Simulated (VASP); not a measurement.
# SnO2 (I4_1/amd) in VASP: notebook

The runs below take SnO2 through single point, with LDA.

Program: VASP 6.6.1. These are calculated values, not measurements. Logs are shortened: lines on timing, memory, paths and dates and some standing lists are left out, and cuts for length are marked.

### 1 The cell of the first run

The structure is tetragonal, space group I4_1/amd (No. 141). The conventional cell has a = 3.942 Å, b = 3.942 Å, c = 10.029 Å, α = 90.00°, β = 90.00°, γ = 90.00°. Within 2.7 Å of Sn (site symmetry -4m2) lie 6 O at 2.02 to 2.05 Å. O (site symmetry 2mm) has 3 Sn at 2.02 to 2.05 Å and 2 O at 2.54 Å within 2.7 Å.

### 2 Single point, LDA (12.98 Å³/atom)

Contents of INCAR:

```
  PREC = Accurate
  ENCUT = 520
  EDIFF = 1E-6
  ISMEAR = 0
  SIGMA = 0.02
  LREAL = F
  LASPH = T
  NELM = 60
  ALGO = Normal
  ISIF = 2
  LWAVE = F
  LCHARG = T
  GGA = CA
  LELF = T
  LVHAR = T
  NBANDS = 35
```

Contents of KPOINTS:

```
Automatic mesh
0
Gamma
  10 10 10
```

Contents of POSCAR:

```
SnO2
1.0
   -1.9707895616      1.9707895616      5.0145417387
    1.9707895616     -1.9707895616      5.0145417387
    1.9707895616      1.9707895616     -5.0145417387
Sn O
2 4
Direct
    0.7500000000      0.2500000000      0.5000000000
    0.0000000000      0.0000000000      0.0000000000
    0.7951913307      0.7951913307      0.0000000000
    0.9548086693      0.4548086693      0.5000000000
    0.2048086693      0.2048086693      0.0000000000
    0.5451913307      0.0451913307      0.5000000000
```

Potentials or basis: VASP PAW LDA potentials, release 64 (Sn_d, O).

The run is started by

```sh
$ cat potpaw_LDA.64/Sn_d/POTCAR potpaw_LDA.64/O/POTCAR > POTCAR
$ mpirun -np 1 vasp_std > vasp.out
```

OUTCAR:

```text
PREC = Accurate
   ENCUT = 520
   EDIFF = 1E-6
   ISMEAR = 0
   LREAL = F
   LASPH = T
   NELM = 60
   ISIF = 2
   GGA = CA

 ion  position               nearest neighbor table
   1  0.750  0.250  0.500-   3 2.02   5 2.02   3 2.02   5 2.02   4 2.05   6 2.05   2 3.19   2 3.19
                             2 3.19   2 3.19
   2  0.000  0.000  0.000-   6 2.02   4 2.02   6 2.02   4 2.02   3 2.05   5 2.05   1 3.19   1 3.19
                             1 3.19   1 3.19
   3  0.795  0.795  0.000-   1 2.02   1 2.02   2 2.05
   4  0.955  0.455  0.500-   2 2.02   2 2.02   1 2.05
   5  0.205  0.205  0.000-   1 2.02   1 2.02   2 2.05
   6  0.545  0.045  0.500-   2 2.02   2 2.02   1 2.05

  LATTYP: Found a body centered tetragonal cell.
 ALAT       =     3.9415791232
 C/A-ratio  =     2.5444328691

  Lattice vectors:

 A1 = (  -1.9707895616,   1.9707895616,   5.0145417387)
 A2 = (   1.9707895616,  -1.9707895616,   5.0145417387)
 A3 = (   1.9707895616,   1.9707895616,  -5.0145417387)

Analysis of symmetry for initial positions (statically):
=====================================================================
 Subroutine PRICEL returns:
 Original cell was already a primitive cell.

 Routine SETGRP: Setting up the symmetry group for a
 body centered tetragonal supercell.

 Subroutine GETGRP returns: Found 16 space group operations
 (whereof  8 operations were pure point group operations)
 out of a pool of 16 trial point group operations.

The static configuration has the point symmetry D_2d.
 The point group associated with its full space group is D_4h.

Analysis of symmetry for dynamics (positions and initial velocities):
=====================================================================
 Subroutine PRICEL returns:
 Original cell was already a primitive cell.

 Routine SETGRP: Setting up the symmetry group for a
 body centered tetragonal supercell.

 Subroutine GETGRP returns: Found 16 space group operations
 (whereof  8 operations were pure point group operations)
 out of a pool of 16 trial point group operations.

The dynamic configuration has the point symmetry D_2d.
 The point group associated with its full space group is D_4h.

 Subroutine INISYM returns: Found 16 space group operations
 (whereof  8 operations are pure point group operations),
 and found     1 'primitive' translations

----------------------------------------------------------------------------------------

                                     Primitive cell

  volume of cell :      77.9062

  direct lattice vectors                    reciprocal lattice vectors
    -1.970789562  1.970789562  5.014541739     0.000000000  0.253705423  0.099710009
     1.970789562 -1.970789562  5.014541739     0.253705423  0.000000000  0.099710009
     1.970789562  1.970789562 -5.014541739     0.253705423  0.253705423  0.000000000

  length of vectors
     5.737042081  5.737042081  5.737042081     0.272595905  0.272595905  0.358793651

  position of ions in fractional coordinates (direct lattice)
     0.750000000  0.250000000  0.500000000
     0.000000000  0.000000000  0.000000000
     0.795191331  0.795191331  0.000000000
     0.954808669  0.454808669  0.500000000
     0.204808669  0.204808669  0.000000000
     0.545191331  0.045191331  0.500000000

  ion indices of the primitive-cell ions
   primitive index   ion index
                 1           1
                 2           2
                 3           3
                 4           4
                 5           5
                 6           6

----------------------------------------------------------------------------------------

 KPOINTS: Automatic mesh

Automatic generation of k-mesh.
 Grid dimensions read from file:
 generate k-points for:   10   10   10

 Generating k-lattice:

  Cartesian coordinates                     Fractional coordinates (reciprocal lattice)
     0.000000000  0.025370542  0.009971001     0.100000000 -0.000000000  0.000000000
     0.025370542  0.000000000  0.009971001    -0.000000000  0.100000000  0.000000000
     0.025370542  0.025370542  0.000000000     0.000000000  0.000000000  0.100000000

  Length of vectors
     0.027259591  0.027259591  0.035879365

  Shift w.r.t. Gamma in fractional coordinates (k-lattice)
     0.000000000  0.000000000  0.000000000

 Subroutine IBZKPT returns following result:
 ===========================================

 Found    102 irreducible k-points:

 Following reciprocal coordinates:
            Coordinates               Weight
  0.000000  0.000000  0.000000      1.000000
  0.100000 -0.000000  0.000000      8.000000
  0.200000 -0.000000  0.000000      8.000000
  0.300000  0.000000  0.000000      8.000000
  0.400000 -0.000000  0.000000      8.000000
  0.500000  0.000000  0.000000      4.000000
[... 16 lines left out ...]
  0.300000  0.300000  0.000000      8.000000
  0.400000  0.300000  0.000000     16.000000
 [... further k-points ...]
   k-points           NKPTS =    102   k-points in BZ     NKDIM =    102   number of bands    NBANDS=     35
   number of dos      NEDOS =    301   number of ions     NIONS =      6
   total plane-waves  NPLWV = 110592
   dimension x,y,z NGX =    48 NGY =   48 NGZ =   48
   dimension x,y,z NGXF=    96 NGYF=   96 NGZF=   96
   ions per type =               2   4
   NGX,Y,Z   is equivalent  to a cutoff of  13.91, 13.91, 13.91 a.u.
   NGXF,Y,Z  is equivalent  to a cutoff of  27.82, 27.82, 27.82 a.u.
 SYSTEM =  unknown system
   PREC   = accura    normal or accurate (medium, high low for compatibility)
   ISTART =      0    job   : 0-new  1-cont  2-samecut
   ICHARG =      2    charge: 1-file 2-atom 10-const
   ISPIN  =      1    spin polarized calculation?
   LNONCOLLINEAR =      F non collinear calculations
   LSORBIT =      F    spin-orbit coupling
   LASPH  =      T    aspherical Exc in radial PAW
   ENCUT  =  520.0 eV  38.22 Ry    6.18 a.u.  10.67 10.67 10.67*2*pi/ulx,y,z
   NELM   =     60;   NELMIN=  2; NELMDL= -5     # of ELM steps
   EDIFF  = 0.1E-05   stopping-criterion for ELM
   LREAL  =      F    real-space projection
[... 7 lines left out ...]
   TEBEG  =    0.0;   TEEND  =   0.0 temperature during run
   PSTRESS=    0.0 pullay stress
   NELECT =      52.0000    total number of electrons
   NUPDOWN=      -1.0000    fix difference up-down
   EMIN   =  10.00;   EMAX   =-10.00  energy-range for DOS
   EFERMI =   0.00;   METHOD = LEGACY
   ISMEAR =     0;   SIGMA  =   0.02  broadening in eV -4-tet -1-fermi 0-gaus
   EFERMI_NEDOS =   21; number of points for ismear=-14 and -15
   IALGO  =     38    algorithm
   IMIX   =      4    mixing-type and parameters
     AMIX     =   0.40;   BMIX     =  1.00
     AMIX_MAG =   1.60;   BMIX_MAG =  1.00
  volume/ion in A,a.u.               =      12.98        87.62
  Fermi-wavevector in a.u.,A,eV,Ry     =   1.430711  2.703652 27.850242  2.046935
  Thomas-Fermi vector in A             =   2.550527
   LORBIT       =      0    0 simple, 1 ext, 2 COOP (PROOUT), +10 PAW based schemes
   GGA     = CA    functional components
   LHFCALC =     F    Hartree Fock is set to
   AEXX    =    0.0000 exact exchange contribution
   IVDW    =     0    specifies the selected vdW correction
   LEPSILON=     F    determine dielectric tensor
   LRPA    =     F    only Hartree local field effects (RPA)
 non-spin polarized calculation
 Gauss-broadening in eV      SIGMA  =   0.02
  energy-cutoff  :      520.00
  volume of cell :       77.91
 maximum number of plane-waves:      2126
 NGX is ok and might be reduce to    48
   NGX = 21   NGY = 21   NGZ = 21

 number of electron      52.0000002 magnetization

 Free energy of the ion-electron system (eV)
  ---------------------------------------------------
  ext. energy  EPLUGINS =         0.00000000
  ---------------------------------------------------
  free energy    TOTEN  =       -41.68046721 eV

  energy without entropy =      -41.68046721  energy(sigma->0) =      -41.68046721

 E-fermi :   4.4600     XC(G=0): -11.1286

 val. band max:        4.2918816851   @ k =   0.3000   0.3000   0.2000
 cond. band min:       6.3277967768   @ k =   0.0000   0.0000   0.0000
 fundamental gap:      2.0359150918
 Fermi energy:         4.4599825087

 k-point     1 :       0.0000    0.0000    0.0000
  band No.  band energies     occupation
      1     -16.0816      2.00000
      2     -16.0566      2.00000
      3     -15.8938      2.00000
      4     -15.2466      2.00000
      5     -15.1098      2.00000
      6     -15.1098      2.00000
[... 27 lines left out ...]
     34      16.5791      0.00000
     35      16.9136      0.00000

 k-point     2 :       0.1000   -0.0000    0.0000
  band No.  band energies     occupation
      1     -16.1050      2.00000
      2     -15.9934      2.00000
      3     -15.8792      2.00000
      4     -15.2517      2.00000
      5     -15.1127      2.00000
      6     -15.1074      2.00000
[... 27 lines left out ...]
     34      16.2647      0.00000
     35      16.7347      0.00000

 k-point     3 :       0.2000   -0.0000    0.0000
  band No.  band energies     occupation
      1     -16.1096      2.00000
      2     -15.9179      2.00000
      3     -15.8054      2.00000
      4     -15.2650      2.00000
      5     -15.1201      2.00000
      6     -15.1018      2.00000
[... 27 lines left out ...]
     34      15.9492      0.00000
     35      16.3276      0.00000
[... 723 lines left out ...]
 k-point    23 :       0.3000    0.3000    0.0000
  band No.  band energies     occupation
      1     -15.9589      2.00000
      2     -15.8119      2.00000
      3     -15.4648      2.00000
      4     -15.2114      2.00000
      5     -15.1493      2.00000
      6     -15.0478      2.00000
[... 27 lines left out ...]
     34      15.6568      0.00000
     35      16.7658      0.00000

 k-point    24 :       0.4000    0.3000    0.0000
  band No.  band energies     occupation
      1     -15.8980      2.00000
      2     -15.7583      2.00000
      3     -15.4023      2.00000
      4     -15.2244      2.00000
      5     -15.1504      2.00000
      6     -15.0213      2.00000
[... 27 lines left out ...]
     34      15.6784      0.00000
     35      17.0866      0.00000

 [... further k-points ...]

------------------------ aborting loop because EDIFF is reached ----------------------------------------

  FORCE on cell =-STRESS in cart. coord.  units (eV):
  Direction    XX          YY          ZZ          XY          YZ          ZX
  --------------------------------------------------------------------------------------
  -------------------------------------------------------------------------------------
  Total        3.0204880      3.0204880      3.1750481      0.0000000      0.0000000      0.0000000
  in kB       62.1177827     62.1177827     65.2963866      0.0000000      0.0000000      0.0000000
  external PRESSURE =      63.1773173 kB  Pullay stress =       0.0000000 kB

 VOLUME and BASIS-vectors are now :
 -----------------------------------------------------------------------------
  energy-cutoff  :      520.00
  volume of cell :       77.91
      direct lattice vectors                 reciprocal lattice vectors
    -1.970789562  1.970789562  5.014541739     0.000000000  0.253705423  0.099710009
     1.970789562 -1.970789562  5.014541739     0.253705423  0.000000000  0.099710009
     1.970789562  1.970789562 -5.014541739     0.253705423  0.253705423  0.000000000

 POSITION                                       TOTAL-FORCE (eV/Angst)
 -----------------------------------------------------------------------------------
      0.00000      1.97079      2.50727        -0.000000     -0.000000      0.000000
      0.00000      0.00000      0.00000        -0.000000     -0.000000      0.000000
      0.00000      0.00000      7.97504        -0.000000      0.000000     -0.043534
      0.00000      1.97079      4.56131         0.000000     -0.000000      0.043534
      0.00000      0.00000      2.05404        -0.000000      0.000000      0.043534
     -0.00000      1.97079      0.45323         0.000000     -0.000000     -0.043534
 -----------------------------------------------------------------------------------
    total drift:                                0.000000     -0.000000      0.000000

  FREE ENERGIE OF THE ION-ELECTRON SYSTEM (eV)
  ---------------------------------------------------
  free  energy   TOTEN  =       -41.6804672086 eV

  energy  without entropy=      -41.6804672086  energy(sigma->0) =      -41.68046721
```

It took 12 min on 1 thread of Intel Xeon 8259CL, shared host; peak memory 0.4 GiB.

What came out:

```yaml
Free_energy: -41.6805 eV
Pressure: 6.3 GPa
Largest_force: 0.044 eV/Å
Band_gap_on_the_k_mesh: 2.04 eV (least direct gap 2.50 eV)
```

Forces in eV/Å, atoms in the order of the input:
```
Sn   0.000  0.000  0.000
Sn   0.000  0.000  0.000
O    0.000  0.000 -0.044
O    0.000  0.000  0.044
O    0.000  0.000  0.044
O    0.000  0.000 -0.044
```

Stress tensor (GPa, compression positive):
```
6.21 0.00 0.00
0.00 6.21 0.00
0.00 0.00 6.53
```

Caveat: the cell stands under pressure; spin-orbit coupling is left out, which moves the levels of the heavy elements. A k mesh can miss the band edges.

### 3 Single point, LDA

This run uses another cell than the first one, of 13.39 Å³/atom.

Contents of INCAR:

```
SYSTEM = SnO2
ALGO     = Normal         ! electronic algorithm
EDIFF    = 1E-6           ! SCF threshold, eV
ENCUT    = 520            ! plane-wave cutoff, eV
GGA      = CA             ! functional
ISIF     = 2              ! what is computed and relaxed
ISMEAR   = 0              ! smearing method
LASPH    = .TRUE.         ! aspherical terms in the spheres
LCHARG   = .TRUE.         ! write CHGCAR
LELF     = .TRUE.         ! ELF
LREAL    = .FALSE.        ! projectors in reciprocal space
LVHAR    = .TRUE.       
LWAVE    = .FALSE.        ! write WAVECAR
NBANDS   = 35             ! bands
NELM     = 60             ! most SCF steps
PREC     = Accurate       ! precision mode
SIGMA    = 0.02           ! smearing width, eV
```

Contents of KPOINTS:

```
k-points
0
G
  10 10 10
  0 0 0
```

Contents of POSCAR:

```
SnO2
1.0
   -1.9861130370      1.9861130370      5.0901677921
    1.9861130370     -1.9861130370      5.0901677921
    1.9861130370      1.9861130370     -5.0901677921
Sn O
2 4
Direct
    0.7500000000      0.2500000000      0.5000000000
    0.0000000000      0.0000000000      0.0000000000
    0.7969975833      0.7969975833      0.0000000000
    0.9530024167      0.4530024167      0.5000000000
    0.2030024167      0.2030024167      0.0000000000
    0.5469975833      0.0469975833      0.5000000000
```

Potentials or basis: VASP PAW LDA potentials, release 64 (Sn_d, O).

The run is started by

```sh
$ cat potpaw_LDA.64/Sn_d/POTCAR potpaw_LDA.64/O/POTCAR > POTCAR
$ mpirun -np 1 vasp_std > vasp.out
```

Wall time 13 min (1 thread of Intel Xeon 8259CL, shared host); peak memory 0.41 GiB.

Results (log left out):

- Free energy: -41.7351 eV
- Pressure: 0.9 GPa
- Largest force: 0.039 eV/Å
- Band gap on the k mesh: 1.77 eV (least direct gap 2.16 eV)

Forces on the atoms (eV/Å):
```
Sn   0.000  0.000  0.000
Sn   0.000  0.000  0.000
O    0.000  0.000 -0.039
O    0.000  0.000  0.039
O    0.000  0.000  0.039
O    0.000  0.000 -0.039
```

Stress tensor (GPa, compression positive):
```
0.80 0.00 0.00
0.00 0.80 0.00
0.00 0.00 1.16
```

Levels at points of the mesh, in eV from the valence-band top:
```tsv
k point	band 23	band 24	band 25	band 26	band 27	band 28	band 29	band 30
(0.00, 0.00, 0.00)	-0.68	-0.68	-0.39	-0.39	1.77	5.69	9.11	9.69
(0.50, 0.00, 0.00)	-0.79	-0.77	-0.58	-0.37	5.07	6.29	7.87	8.58
(0.50, 0.50, 0.00)	-0.81	-0.81	-0.04	-0.04	7.41	7.41	7.64	7.64
(0.50, 0.50, 0.50)	-1.05	-1.05	-0.29	-0.29	4.41	4.41	7.45	7.45
```

Caveat: spin-orbit coupling is left out, which moves the levels of the heavy elements. A k mesh can miss the band edges.

### 4 Single point, LDA

This run uses another cell than the first one, of 13.39 Å³/atom.

Contents of INCAR:

```
PREC = Accurate ; ENCUT = 520
EDIFF = 1E-6 ; ISMEAR = 0
SIGMA = 0.02 ; LREAL = False
LASPH = True ; NELM = 80
ALGO = Normal ; ISIF = 2
LWAVE = False ; LCHARG = False
NBANDS = 35
```

Contents of KPOINTS:

```
Automatic mesh
0
Gamma
  10 10 10
```

POSCAR is that of step 3.

The run is started by

```sh
$ cat potpaw_LDA.64/Sn_d/POTCAR potpaw_LDA.64/O/POTCAR > POTCAR
$ mpirun -np 1 vasp_std > vasp.out
```

Run time: 12 min. Hardware: 1 thread of Intel Xeon 8259CL, shared host; peak memory 0.41 GiB.

It converged, with:

```
Free energy            : -41.7351 eV
Pressure               : 0.9 GPa
Largest force          : 0.039 eV/Å
Band gap on the k mesh : 1.77 eV (least direct gap 2.16 eV)
```

Forces in eV/Å, atoms in the order of the input:
```
Sn   0.000  0.000  0.000
Sn   0.000  0.000  0.000
O    0.000  0.000 -0.039
O    0.000  0.000  0.039
O    0.000  0.000  0.039
O    0.000  0.000 -0.039
```

Stress tensor (GPa, compression positive):
```
0.80 0.00 0.00
0.00 0.80 0.00
0.00 0.00 1.16
```

Levels at points of the mesh, in eV from the valence-band top:
```csv
k point,band 23,band 24,band 25,band 26,band 27,band 28,band 29,band 30
"(0.00, 0.00, 0.00)",-0.68,-0.68,-0.39,-0.39,1.77,5.69,9.11,9.69
"(0.50, 0.00, 0.00)",-0.79,-0.77,-0.58,-0.37,5.07,6.29,7.87,8.58
"(0.50, 0.50, 0.00)",-0.81,-0.81,-0.04,-0.04,7.41,7.41,7.64,7.64
"(0.50, 0.50, 0.50)",-1.05,-1.05,-0.29,-0.29,4.41,4.41,7.45,7.45
```

Caveat: spin-orbit coupling is left out, which moves the levels of the heavy elements. A k mesh can miss the band edges.
